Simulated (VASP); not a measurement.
A run of VASP 6.6.1 is set up as follows.

INCAR

```
PREC = Accurate
ENCUT = 600
EDIFF = 1E-6
ISMEAR = 0
SIGMA = 0.05
LREAL = F
LASPH = T
NELM = 200
ALGO = Normal
ISIF = 2
LWAVE = F
LCHARG = F
ISPIN = 2
MAGMOM = 5 -5 0 0
LORBIT = 11
LMAXMIX = 4
LDAU = T
LDAUTYPE = 2
LDAUL = 2 -1
LDAUU = 3.9 0
LDAUJ = 0 0
LDAUPRINT = 1
GGA = PE
NBANDS = 33
GGA_COMPAT = F
```

The input KPOINTS:

```
Automatic mesh
0
Gamma
  4 4 3
```

File POSCAR:

```
MnS
1.0
    0.0000000000      2.6045000000     -2.6045000000
    0.0000000000      2.6045000000      2.6045000000
    5.2090000000      0.0000000000      0.0000000000
Mn S
2 2
Direct
    0.0000000000      0.0000000000      0.0000000000
    0.5000000000      0.5000000000      0.5000000000
    0.0000000000      1.0000000000      0.5000000000
    0.5000000000      1.5000000000      1.0000000000
```

Potentials or basis: VASP PAW PBE potentials, release 64 (Mn_sv, S).

Command:

```bash
$ cat potpaw_PBE.64/Mn_sv/POTCAR potpaw_PBE.64/S/POTCAR > POTCAR
$ mpirun -np 1 vasp_std > vasp.out
```

(1) Predict the net moment.

(2) Estimate the band gap on the k mesh.

(3) Estimate the site moments.

(4) What does it give for the pressure?

## Answers

(1) 0.00 μB per cell.

(2) 1.10 eV.

(3) Mn +4.42, -4.42; S -0.03, +0.03 μB.

(4) 2.3 GPa.

Caveat: the k points lie up to 0.43 Å⁻¹ apart; an odd mesh through Γ misses points on the zone boundary, where band edges can lie.
